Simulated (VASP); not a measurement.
Sn3Te:

```
CELL_PARAMETERS angstrom
4.96105 0.00000 0.00000
0.00000 4.96105 0.00000
0.00000 0.00000 4.96105
ATOMIC_POSITIONS crystal
Te 0.00000 0.00000 0.00000
Sn 0.00000 0.50000 0.50000
Sn 0.50000 0.00000 0.50000
Sn 0.50000 0.50000 0.00000
```

Base run:

* Program: VASP 6.6.1
* Functional: PBE
* Potentials or basis: VASP PAW PBE potentials, release 64 (Te, Sn_d)
* Cutoff: 520 eV
* k mesh: 6 × 6 × 6
* Occupations: fermi-dirac, width 0.05 eV
* Spin: no spin polarisation

Its results: band gap on the k mesh zero (band 24 reaches 9.57 eV, above the bottom of band 25 at 6.69 eV); pressure -2.0 GPa.

The run is repeated on the same cell with these changes: functional from PBE to r2SCAN. What comes out?

Band gap on the k mesh zero (band 24 reaches 9.64 eV, above the bottom of band 25 at 6.66 eV); pressure -2.6 GPa.

Caveats: spin-orbit coupling is left out, which moves the levels of the heavy elements; the PAW data sets were made with another functional, which shifts forces and pressure a little (some runs).
